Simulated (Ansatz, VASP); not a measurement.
Cu3As2 in VASP and in Ansatz

```
Cu As
1.0
     4.12648    0.00000    0.00000
    -2.06324    3.57363    0.00000
     0.00000    0.00000    5.38717
Cu As
3 2
Direct
  0.00000 0.00000 0.00000
  0.33333 0.66667 0.80661
  0.66667 0.33333 0.19339
  0.33333 0.66667 0.29917
  0.66667 0.33333 0.70083
```

Alike in both runs: functional PBE; k mesh 12 × 12 × 8; no spin polarisation.

Ansatz relaxed the structure, and its values are those at the end. VASP's run is a single point on that final structure, the one shown.

|  | VASP | Ansatz |
| --- | --- | --- |
| version | VASP 6.6.1 | Ansatz 0.2.0 |
| potentials or method | VASP PAW PBE potentials, release 64 (Cu, As), cutoff 520 eV | scalar-relativistic, plane waves, PAW |
| occupations | tetrahedron | tetrahedron-uncorrected |
| valence electrons in the cell | 43 | 87 |

VASP gave:

| Property | Result |
| --- | --- |
| gap on the k mesh at the Fermi level (eV) | none |
| pressure (GPa) | 0.2 |
| rms of the force components (eV/Å) | 0.007 |

**Question.** Estimate Ansatz's values.

**Answer.** gap on the k mesh at the Fermi level (eV): none; pressure (GPa): 0.0; rms of the force components (eV/Å): 0.000.

A gap of «none» marks a metal or a gap that the smearing closes. VASP's potentials hold 43 valence electrons a cell and Ansatz's 87, so a difference there can come from the potentials and not from the codes. Ansatz's warnings: band table not solved further, forces under tetrahedra.
